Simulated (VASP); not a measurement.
A run of VASP 6.6.1:

File INCAR:

```
ALGO = Normal
EDIFF = 1E-6
ENCUT = 520
GGA = PE
ISIF = 2
ISMEAR = 0
LASPH = True
LCHARG = True
LELF = True
LREAL = False
LVHAR = True
LWAVE = False
NBANDS = 36
NELM = 80
PREC = Accurate
SIGMA = 0.1
```

KPOINTS

```
k-points
0
Gamma
  4 4 2
```

Contents of POSCAR:

```
MgBe2Te3
1.0
    9.7434200000     -2.0533414000      0.0000000000
    9.7434200000      2.0533414000      0.0000000000
   -1.6526169000      0.0000000000      7.8611957000
Mg Be Te
2 4 6
Direct
    0.9203990000      0.9203990000      0.8789230000
    0.9199345000      0.9199345000      0.3349820000
    0.2423540000      0.2423540000      0.5178330000
    0.2461630000      0.2461630000      0.0178470000
    0.6067580000      0.6067580000      0.1981210000
    0.5883050000      0.5883050000      0.6912320000
    0.3154595000      0.3154595000      0.3080180000
    0.3165320000      0.3165320000      0.7992550000
    0.4843550000      0.4843550000      0.1386290000
    0.0153720000      0.0153720000      0.6546620000
    0.6678090000      0.6678090000      0.4858390000
    0.6699030000      0.6699030000      0.9746600000
```

Potentials or basis: VASP PAW PBE potentials, release 64 (Mg, Be, Te).

The run is started by

```sh
$ cat potpaw_PBE.64/Mg/POTCAR potpaw_PBE.64/Be/POTCAR potpaw_PBE.64/Te/POTCAR > POTCAR
$ mpirun -np 1 vasp_std > vasp.out
```

Hardware: 1 thread of Intel Xeon 8259CL, with other jobs on the host.

Problem. Estimate the wall time of this run.

Solution. Run time: 11 min on 1 thread of Intel Xeon 8259CL (shared host), peak memory 0.84 GiB. Counts: scf iterations 16, k points 14.
